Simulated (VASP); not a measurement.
# MoS (Pm-3m) in VASP: notebook

The runs below take MoS through single point, with PBEsol.

All numbers are computed with VASP 6.6.1; they aren't measurements. Logs are shortened: lines on timing, memory, paths and dates and some standing lists are left out, and cuts for length are marked.

### Step 1. The cell of the first run

Symmetry: Pm-3m, No. 221, cubic system. The conventional cell has a = 2.929 Å, b = 2.929 Å, c = 2.929 Å, α = 90.00°, β = 90.00°, γ = 90.00°. Mo (site symmetry m-3m) has 8 S at 2.54 Å and 6 Mo at 2.93 Å within 3.3 Å. S (site symmetry m-3m) has 8 Mo at 2.54 Å and 6 S at 2.93 Å within 3.3 Å.

### Step 2. Single point, PBEsol, collinear spin, ferromagnetic start (volume scaled by 0.960)

The input, INCAR:

```
SYSTEM = MoS
  PREC = Accurate
  ENCUT = 520
  EDIFF = 1E-7
  ISMEAR = 0
  SIGMA = 0.05
  LREAL = .FALSE.
  LASPH = .TRUE.
  NELM = 150
  ALGO = Normal
  ISIF = 2
  LWAVE = .FALSE.
  LCHARG = .FALSE.
  ISPIN = 2
  MAGMOM = 0.05 0
  LORBIT = 11
  LMAXMIX = 4
  GGA = PS
  NBANDS = 21
```

The input, KPOINTS:

```
regular mesh
0
G
  10 10 10
  0 0 0
```

The input, POSCAR:

```
MoS
1.0
    2.9291198771      0.0000000000      0.0000000000
    0.0000000000      2.9291198771      0.0000000000
    0.0000000000      0.0000000000      2.9291198771
Mo S
1 1
Direct
    0.0000000000      0.0000000000      0.0000000000
    0.5000000000      0.5000000000      0.5000000000
```

Potentials or basis: VASP PAW PBE potentials, release 64 (Mo_sv, S).

Run with:

```
cat potpaw_PBE.64/Mo_sv/POTCAR potpaw_PBE.64/S/POTCAR > POTCAR
mpirun -np 1 vasp_std > vasp.out
```

OUTCAR:

```text
SYSTEM = MoS
   PREC = Accurate
   ENCUT = 520
   EDIFF = 1E-7
   ISMEAR = 0
   LREAL = .FALSE.
   LASPH = .TRUE.
   NELM = 150
   ISIF = 2
   ISPIN = 2
   LORBIT = 11
   GGA = PS

 ion  position               nearest neighbor table
   1  0.000  0.000  0.000-   2 2.54   2 2.54   2 2.54   2 2.54   2 2.54   2 2.54   2 2.54   2 2.54

   2  0.500  0.500  0.500-   1 2.54   1 2.54   1 2.54   1 2.54   1 2.54   1 2.54   1 2.54   1 2.54

  LATTYP: Found a simple cubic cell.
 ALAT       =     2.9291198771

  Lattice vectors:

 A1 = (   2.9291198771,   0.0000000000,   0.0000000000)
 A2 = (   0.0000000000,   2.9291198771,   0.0000000000)
 A3 = (   0.0000000000,   0.0000000000,   2.9291198771)

Analysis of symmetry for initial positions (statically):
=====================================================================
 Subroutine PRICEL returns:
 Original cell was already a primitive cell.

 Routine SETGRP: Setting up the symmetry group for a
 simple cubic supercell.

 Subroutine GETGRP returns: Found 48 space group operations
 (whereof 48 operations were pure point group operations)
 out of a pool of 48 trial point group operations.

The static configuration has the point symmetry O_h .

Analysis of symmetry for dynamics (positions and initial velocities):
=====================================================================
 Subroutine PRICEL returns:
 Original cell was already a primitive cell.

 Routine SETGRP: Setting up the symmetry group for a
 simple cubic supercell.

 Subroutine GETGRP returns: Found 48 space group operations
 (whereof 48 operations were pure point group operations)
 out of a pool of 48 trial point group operations.

The dynamic configuration has the point symmetry O_h .

Analysis of structural, dynamic, and magnetic symmetry:
=====================================================================
 Subroutine PRICEL returns:
 Original cell was already a primitive cell.

 Routine SETGRP: Setting up the symmetry group for a
 simple cubic supercell.

 Subroutine GETGRP returns: Found 48 space group operations
 (whereof 48 operations were pure point group operations)
 out of a pool of 48 trial point group operations.

The overall configuration has the point symmetry O_h .

 Subroutine INISYM returns: Found 48 space group operations
 (whereof 48 operations are pure point group operations),
 and found     1 'primitive' translations

----------------------------------------------------------------------------------------

                                     Primitive cell

  volume of cell :      25.1311

  direct lattice vectors                    reciprocal lattice vectors
     2.929119877  0.000000000  0.000000000     0.341399479  0.000000000  0.000000000
     0.000000000  2.929119877  0.000000000     0.000000000  0.341399479  0.000000000
     0.000000000  0.000000000  2.929119877     0.000000000  0.000000000  0.341399479

  length of vectors
     2.929119877  2.929119877  2.929119877     0.341399479  0.341399479  0.341399479

  position of ions in fractional coordinates (direct lattice)
     0.000000000  0.000000000  0.000000000
     0.500000000  0.500000000  0.500000000

  ion indices of the primitive-cell ions
   primitive index   ion index
                 1           1
                 2           2

----------------------------------------------------------------------------------------

 KPOINTS: regular mesh

Automatic generation of k-mesh.
 Grid dimensions read from file:
 generate k-points for:   10   10   10

 Generating k-lattice:

  Cartesian coordinates                     Fractional coordinates (reciprocal lattice)
     0.034139948  0.000000000  0.000000000     0.100000000  0.000000000  0.000000000
     0.000000000  0.034139948  0.000000000     0.000000000  0.100000000  0.000000000
     0.000000000  0.000000000  0.034139948     0.000000000  0.000000000  0.100000000

  Length of vectors
     0.034139948  0.034139948  0.034139948

  Shift w.r.t. Gamma in fractional coordinates (k-lattice)
     0.000000000  0.000000000  0.000000000

 Subroutine IBZKPT returns following result:
 ===========================================

 Found     56 irreducible k-points:

 Following reciprocal coordinates:
            Coordinates               Weight
  0.000000  0.000000  0.000000      1.000000
  0.100000  0.000000  0.000000      6.000000
  0.200000  0.000000  0.000000      6.000000
  0.300000  0.000000  0.000000      6.000000
  0.400000  0.000000  0.000000      6.000000
  0.500000  0.000000  0.000000      3.000000
[... 16 lines left out ...]
  0.200000  0.100000  0.100000     24.000000
  0.300000  0.100000  0.100000     24.000000
 [... further k-points ...]
   k-points           NKPTS =     56   k-points in BZ     NKDIM =     56   number of bands    NBANDS=     21
   number of dos      NEDOS =    301   number of ions     NIONS =      2
   total plane-waves  NPLWV =  13824
   dimension x,y,z NGX =    24 NGY =   24 NGZ =   24
[... 26 lines left out ...]
   NUPDOWN=      -1.0000    fix difference up-down
   EMIN   =  10.00;   EMAX   =-10.00  energy-range for DOS
   EFERMI =   0.00;   METHOD = LEGACY
   ISMEAR =     0;   SIGMA  =   0.05  broadening in eV -4-tet -1-fermi 0-gaus
   EFERMI_NEDOS =   21; number of points for ismear=-14 and -15
   IALGO  =     38    algorithm
   IMIX   =      4    mixing-type and parameters
     AMIX     =   0.40;   BMIX     =  1.00
     AMIX_MAG =   1.60;   BMIX_MAG =  1.00
  volume/ion in A,a.u.               =      12.57        84.80
  Fermi-wavevector in a.u.,A,eV,Ry     =   1.517100  2.866904 31.315086  2.301594
  Thomas-Fermi vector in A             =   2.626401
   LORBIT       =     11    0 simple, 1 ext, 2 COOP (PROOUT), +10 PAW based schemes
   GGA     = PS    functional components
   LHFCALC =     F    Hartree Fock is set to
   AEXX    =    0.0000 exact exchange contribution
   IVDW    =     0    specifies the selected vdW correction
   LEPSILON=     F    determine dielectric tensor
   LRPA    =     F    only Hartree local field effects (RPA)
 spin polarized calculation
 Gauss-broadening in eV      SIGMA  =   0.05
  energy-cutoff  :      520.00
  volume of cell :       25.13
 maximum number of plane-waves:       697
 NGX is ok and might be reduce to    24
   NGX = 11   NGY = 11   NGZ = 11

 number of electron      19.9999998 magnetization       0.0000883

 number of electron      19.9999998 magnetization      -0.0000505

 Free energy of the ion-electron system (eV)
  ---------------------------------------------------
  ext. energy  EPLUGINS =         0.00000000
  ---------------------------------------------------
  free energy    TOTEN  =       -16.77031589 eV

  energy without entropy =      -16.76897807  energy(sigma->0) =      -16.76964698

 E-fermi :  14.3188     XC(G=0): -13.6133

 val. band max:       14.3013012583   @ k =   0.4000   0.2000   0.0000
 cond. band min:      14.3520062026   @ k =   0.5000   0.2000   0.2000
 fundamental gap:      0.0507049443
 Fermi energy:        14.3187523249

 spin component 1

 k-point     1 :       0.0000    0.0000    0.0000
  band No.  band energies     occupation
      1     -46.8522      1.00000
      2     -20.7839      1.00000
      3     -20.7839      1.00000
      4     -20.7839      1.00000
      5      -3.1947      1.00000
      6       9.5585      1.00000
[... 13 lines left out ...]
     20      32.0907      0.00000
     21      32.0907      0.00000
[... 529 lines left out ...]
 k-point    24 :       0.3000    0.1000    0.1000
  band No.  band energies     occupation
      1     -46.8048      1.00000
      2     -21.1810      1.00000
      3     -20.8007      1.00000
      4     -20.7921      1.00000
      5      -1.6814      1.00000
      6       6.4222      1.00000
[... 13 lines left out ...]
     20      33.1032      0.00000
     21      34.8669      0.00000

 [... further k-points ...]

 spin component 2

 k-point     1 :       0.0000    0.0000    0.0000
  band No.  band energies     occupation
      1     -46.8522      1.00000
      2     -20.7839      1.00000
      3     -20.7839      1.00000
      4     -20.7839      1.00000
      5      -3.1947      1.00000
      6       9.5585      1.00000
[... 13 lines left out ...]
     20      32.0907      0.00000
     21      32.0907      0.00000
[... 529 lines left out ...]
 k-point    24 :       0.3000    0.1000    0.1000
  band No.  band energies     occupation
      1     -46.8048      1.00000
      2     -21.1810      1.00000
      3     -20.8008      1.00000
      4     -20.7922      1.00000
      5      -1.6814      1.00000
      6       6.4221      1.00000
[... 13 lines left out ...]
     20      33.1032      0.00000
     21      34.8669      0.00000

 [... further k-points ...]
[... 5 lines left out ...]
  --------------------------------------------------------------------------------------
  -------------------------------------------------------------------------------------
  Total        1.7623207      1.7623207      1.7623207      0.0000000     -0.0000000     -0.0000000
  in kB      112.3528493    112.3528493    112.3528493      0.0000000     -0.0000000     -0.0000000
  external PRESSURE =     112.3528493 kB  Pullay stress =       0.0000000 kB

 VOLUME and BASIS-vectors are now :
 -----------------------------------------------------------------------------
  energy-cutoff  :      520.00
  volume of cell :       25.13
      direct lattice vectors                 reciprocal lattice vectors
     2.929119877  0.000000000  0.000000000     0.341399479  0.000000000  0.000000000
     0.000000000  2.929119877  0.000000000     0.000000000  0.341399479  0.000000000
     0.000000000  0.000000000  2.929119877     0.000000000  0.000000000  0.341399479

 POSITION                                       TOTAL-FORCE (eV/Angst)
 -----------------------------------------------------------------------------------
      0.00000      0.00000      0.00000         0.000000      0.000000      0.000000
      1.46456      1.46456      1.46456         0.000000      0.000000      0.000000
 -----------------------------------------------------------------------------------
    total drift:                                0.000000      0.000000      0.000000

  FREE ENERGIE OF THE ION-ELECTRON SYSTEM (eV)
  ---------------------------------------------------
  free  energy   TOTEN  =       -16.7703158875 eV

  energy  without entropy=      -16.7689780659  energy(sigma->0) =      -16.76964698

 total charge

# of ion       s       p       d       tot
------------------------------------------
    1        2.272   6.185   4.180  12.637
    2        1.320   2.325   0.000   3.645
--------------------------------------------------
tot          3.592   8.509   4.180  16.282

 magnetization (x)

# of ion       s       p       d       tot
------------------------------------------
    1        0.000   0.000  -0.000  -0.000
    2        0.000   0.000   0.000   0.000
--------------------------------------------------
tot          0.000   0.000  -0.000   0.000
```

It took 25 s on 1 thread of Intel Xeon Platinum 8559C (Emerald Rapids), shared host; peak memory 0.17 GiB.

What came out:

```
Free energy                                           : -16.7703 eV
Pressure                                              : 11.2 GPa
Band gap on the k mesh                                : zero (filled and empty bands overlap)
Net moment                                            : 0.00 μB per cell
Valence electrons inside the program's atomic spheres : Mo 12.64; S 3.65
```

Caveat: the cell differs from its parent crystal (volume scaled by 0.960); the PAW data sets were made with another functional, which shifts forces and pressure a little.

### Step 3. Single point, PBEsol, collinear spin, ferromagnetic start

This run uses another cell than the first one, of 12.76 Å³/atom, 1.016 times its volume.

The input, INCAR:

```
SYSTEM = MoS
PREC = Accurate
ENCUT = 520
EDIFF = 1E-6
ISMEAR = 0
SIGMA = 0.05
LREAL = .False.
LASPH = .True.
NELM = 150
ALGO = Normal
ISIF = 2
LWAVE = .False.
LCHARG = .True.
ISPIN = 2
MAGMOM = 0.05 0
LORBIT = 11
LMAXMIX = 4
GGA = PS
LELF = .True.
LVHAR = .True.
NBANDS = 21
```

The input, KPOINTS:

```
regular mesh
0
Gamma
  10 10 10
  0 0 0
```

The input, POSCAR:

```
MoS
1.0
    2.9443894706      0.0000000000      0.0000000000
    0.0000000000      2.9443894706      0.0000000000
    0.0000000000      0.0000000000      2.9443894706
Mo S
1 1
Direct
    0.0000000000      0.0000000000      0.0000000000
    0.5000000000      0.5000000000      0.5000000000
```

Potentials or basis: VASP PAW PBE potentials, release 64 (Mo_sv, S).

Run with:

```
cat potpaw_PBE.64/Mo_sv/POTCAR potpaw_PBE.64/S/POTCAR > POTCAR
mpirun -np 1 vasp_std > vasp.out
```

Wall time 29 s (1 thread of Intel Xeon Platinum 8559C (Emerald Rapids), shared host); peak memory 0.18 GiB.

Results (log left out):

```yaml
Free_energy: -16.7928 eV
Pressure: 6.9 GPa
Band_gap_on_the_k_mesh: zero (filled and empty bands overlap)
Net_moment: 0.00 μB per cell
Valence_electrons_inside_the_program's_atomic_spheres: Mo 12.60; S 3.64
```

Levels at points of the mesh, in eV from the Fermi level:
Spin up:
```tsv
k point	band 6	band 7	band 8	band 9	band 10	band 11	band 12	band 13	band 14	band 15
(0.00, 0.00, 0.00)	-4.65	-4.65	-2.50	-2.50	-2.50	0.79	0.79	0.79	5.01	9.46
(0.50, 0.00, 0.00)	-9.85	-4.60	-4.60	-3.33	1.37	2.43	4.35	4.56	4.56	6.75
(0.50, 0.50, 0.00)	-6.91	-6.91	-3.90	-1.40	-1.40	-1.19	0.60	2.99	6.07	11.17
(0.50, 0.50, 0.50)	-8.96	-8.96	-8.96	3.15	3.15	3.25	3.25	3.25	5.37	5.37
```
Spin down:
| k point | band 7 | band 8 | band 9 | band 10 | band 11 | band 12 | band 13 | band 14 |
| --- | --- | --- | --- | --- | --- | --- | --- | --- |
| (0.00, 0.00, 0.00) | -4.65 | -2.50 | -2.50 | -2.50 | 0.79 | 0.79 | 0.79 | 5.01 |
| (0.50, 0.00, 0.00) | -4.60 | -4.60 | -3.33 | 1.37 | 2.43 | 4.35 | 4.56 | 4.56 |
| (0.50, 0.50, 0.00) | -6.91 | -3.90 | -1.40 | -1.40 | -1.19 | 0.60 | 2.99 | 6.07 |
| (0.50, 0.50, 0.50) | -8.96 | -8.96 | 3.15 | 3.15 | 3.25 | 3.25 | 3.25 | 5.37 |

Caveat: the PAW data sets were made with another functional, which shifts forces and pressure a little.

### Step 4. Single point, PBEsol, collinear spin, ferromagnetic start (volume scaled by 0.980)

The input, INCAR:

```
  PREC = Accurate
  ENCUT = 520
  EDIFF = 1E-6
  ISMEAR = 0
  SIGMA = 0.05
  LREAL = False
  LASPH = True
  NELM = 150
  ALGO = Normal
  ISIF = 2
  LWAVE = False
  LCHARG = False
  ISPIN = 2
  MAGMOM = 0.05 0
  LORBIT = 11
  LMAXMIX = 4
  GGA = PS
  NBANDS = 21
```

The input, KPOINTS:

```
regular mesh
0
Gamma
  10 10 10
```

The input, POSCAR:

```
MoS
1.0
    2.9493213422      0.0000000000      0.0000000000
    0.0000000000      2.9493213422      0.0000000000
    0.0000000000      0.0000000000      2.9493213422
Mo S
1 1
Direct
    0.0000000000      0.0000000000      0.0000000000
    0.5000000000      0.5000000000      0.5000000000
```

Run with:

```
cat potpaw_PBE.64/Mo_sv/POTCAR potpaw_PBE.64/S/POTCAR > POTCAR
mpirun -np 1 vasp_std > vasp.out
```

Wall time 25 s (1 thread of Intel Xeon Platinum 8559C (Emerald Rapids), shared host); peak memory 0.17 GiB.

It converged, with:

| Quantity | Value |
| --- | --- |
| Free energy | -16.7979 eV |
| Pressure | 5.5 GPa |
| Band gap on the k mesh | zero (filled and empty bands overlap) |
| Net moment | 0.00 μB per cell |
| Valence electrons inside the program's atomic spheres | Mo 12.59; S 3.63 |

Levels at points of the mesh, in eV from the Fermi level:
Spin up:
| k point | band 6 | band 7 | band 8 | band 9 | band 10 | band 11 | band 12 | band 13 | band 14 | band 15 |
| --- | --- | --- | --- | --- | --- | --- | --- | --- | --- | --- |
| (0.00, 0.00, 0.00) | -4.61 | -4.61 | -2.49 | -2.49 | -2.49 | 0.79 | 0.79 | 0.79 | 4.94 | 9.45 |
| (0.50, 0.00, 0.00) | -9.81 | -4.57 | -4.57 | -3.30 | 1.36 | 2.41 | 4.38 | 4.53 | 4.53 | 6.71 |
| (0.50, 0.50, 0.00) | -6.89 | -6.89 | -3.87 | -1.38 | -1.38 | -1.19 | 0.58 | 2.97 | 6.04 | 11.15 |
| (0.50, 0.50, 0.50) | -8.91 | -8.91 | -8.91 | 3.13 | 3.13 | 3.24 | 3.24 | 3.24 | 5.33 | 5.33 |
Spin down:
```tsv
k point	band 8	band 9	band 10	band 11	band 12	band 13
(0.00, 0.00, 0.00)	-2.49	-2.49	-2.49	0.79	0.79	0.79
(0.50, 0.00, 0.00)	-4.57	-3.30	1.36	2.41	4.38	4.53
(0.50, 0.50, 0.00)	-3.87	-1.38	-1.38	-1.19	0.58	2.97
(0.50, 0.50, 0.50)	-8.91	3.13	3.13	3.24	3.24	3.24
```

Caveat: the cell differs from its parent crystal (volume scaled by 0.980); the PAW data sets were made with another functional, which shifts forces and pressure a little.

### Step 5. Single point, PBEsol, collinear spin, ferromagnetic start

This run uses another cell than the first one, of 13.09 Å³/atom, 1.042 times its volume.

The input, INCAR:

```
  PREC = Accurate
  ENCUT = 520
  EDIFF = 1E-6
  ISMEAR = 0
  SIGMA = 0.05
  LREAL = F
  LASPH = T
  NELM = 150
  ALGO = Normal
  ISIF = 2
  LWAVE = F
  LCHARG = F
  ISPIN = 2
  MAGMOM = 0.05 0
  LORBIT = 11
  LMAXMIX = 4
  GGA = PS
  NBANDS = 21
```

KPOINTS is that of step 4.

The input, POSCAR:

```
MoS
1.0
    2.9692497936      0.0000000000      0.0000000000
    0.0000000000      2.9692497936      0.0000000000
    0.0000000000      0.0000000000      2.9692497936
Mo S
1 1
Direct
    0.0000000000      0.0000000000      0.0000000000
    0.5000000000      0.5000000000      0.5000000000
```

Run with:

```
cat potpaw_PBE.64/Mo_sv/POTCAR potpaw_PBE.64/S/POTCAR > POTCAR
mpirun -np 1 vasp_std > vasp.out
```

It took 23 s on 1 thread of Intel Xeon Platinum 8559C (Emerald Rapids), shared host; peak memory 0.17 GiB.

Results (log left out):

* Free energy: -16.8078 eV
* Pressure: 0.5 GPa
* Band gap on the k mesh: zero (filled and empty bands overlap)
* Net moment: 0.00 μB per cell
* Valence electrons inside the program's atomic spheres: Mo 12.54; S 3.62

Levels at points of the mesh, in eV from the Fermi level:
Spin up:
```tsv
k point	band 8	band 9	band 10	band 11	band 12	band 13
(0.00, 0.00, 0.00)	-2.47	-2.47	-2.47	0.78	0.78	0.78
(0.50, 0.00, 0.00)	-4.48	-3.20	1.33	2.34	4.39	4.39
(0.50, 0.50, 0.00)	-3.77	-1.32	-1.32	-1.18	0.52	2.89
(0.50, 0.50, 0.50)	-8.72	3.03	3.03	3.21	3.21	3.21
```
Spin down:
```csv
k point,band 6,band 7,band 8,band 9,band 10,band 11,band 12,band 13,band 14,band 15
"(0.00, 0.00, 0.00)",-4.47,-4.47,-2.47,-2.47,-2.47,0.78,0.78,0.78,4.68,9.40
"(0.50, 0.00, 0.00)",-9.64,-4.48,-4.48,-3.20,1.33,2.34,4.39,4.39,4.49,6.58
"(0.50, 0.50, 0.00)",-6.79,-6.79,-3.77,-1.32,-1.32,-1.18,0.52,2.89,5.90,11.07
"(0.50, 0.50, 0.50)",-8.72,-8.72,-8.72,3.03,3.03,3.21,3.21,3.21,5.17,5.17
```

Caveat: the PAW data sets were made with another functional, which shifts forces and pressure a little.

### Step 6. Summary

```tsv
cell	gap on the mesh (eV)	pressure (GPa)	moment (μB)
a = 2.929 Å, 2 atoms	none	11.2	0.00
a = 2.944 Å, 2 atoms	none	6.9	0.00
a = 2.949 Å, 2 atoms	none	5.5	0.00
a = 2.969 Å, 2 atoms	none	0.5	0.00
```

Alike in all rows: task single point; level PBEsol; potentials or basis VASP PAW PBE potentials, release 64 (Mo_sv, S); spin collinear, ferromagnetic start; k mesh 10 × 10 × 10; cutoff (eV) 520; smearing gaussian 0.05 eV.

Caveats: the PAW data sets were made with another functional, which shifts forces and pressure a little.

Total energies depend on the potentials used, so only differences within one code and one set of settings carry meaning.
